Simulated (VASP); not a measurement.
GaP: single point with r2SCAN

Crystal: GaP.

```
CELL_PARAMETERS angstrom
1.94228 1.12138 6.43505
-1.94228 1.12138 6.43505
0.00000 -2.24275 6.43505
ATOMIC_POSITIONS crystal
Ga 0.43558 0.43558 0.43558
Ga 0.56442 0.56442 0.56442
P 0.05751 0.05751 0.05751
P 0.94249 0.94249 0.94249
```

| Property | Result |
| --- | --- |
| Program | VASP 6.6.1 |
| Task | single point |
| Functional | r2SCAN |
| Potentials or basis | VASP PAW PBE potentials, release 64 (Ga_d, P) |
| Cutoff | 520 eV |
| k mesh | 12 × 12 × 12 |
| Occupations | gaussian, width 0.02 eV |
| Spin | no spin polarisation |
| Dipole correction | no |
| Further INCAR settings | ALGO = Normal; EDIFF = 1e-06; NBANDS = 26 |

* Pressure: -2.5 GPa
* Largest force: 0.058 eV/Å
* Band gap on the k mesh: 1.05 eV (least direct gap 1.50 eV)

Forces on the atoms (eV/Å):
```
Ga   0.000  0.000  0.008
Ga   0.000  0.000 -0.008
P    0.000  0.000 -0.058
P    0.000  0.000  0.058
```

Stress tensor (GPa, compression positive):
```
-2.41  0.00  0.00
 0.00 -2.41  0.00
 0.00  0.00 -2.66
```

Levels at points of the mesh, in eV from the valence-band top:
| k point | band 15 | band 16 | band 17 | band 18 | band 19 | band 20 | band 21 | band 22 |
| --- | --- | --- | --- | --- | --- | --- | --- | --- |
| (0.00, 0.00, 0.00) | -1.87 | -0.25 | 0.00 | 0.00 | 1.50 | 1.94 | 3.04 | 3.94 |
| (0.50, 0.00, 0.00) | -4.62 | -2.94 | -2.73 | -1.81 | 1.92 | 3.02 | 3.98 | 4.82 |
| (0.50, 0.50, 0.00) | -3.94 | -3.22 | -1.26 | -0.54 | 1.05 | 1.78 | 1.86 | 4.34 |
| (0.50, 0.50, 0.50) | -1.77 | -1.77 | -0.26 | -0.26 | 1.51 | 2.74 | 4.14 | 4.14 |

Wall time 64 min on 1 thread of AMD EPYC 9R45 96-Core Processor (Zen 5) (shared host), peak memory 0.63 GiB.

Caveat: the PAW data sets were made with another functional, which shifts forces and pressure a little. A k mesh can miss the band edges.
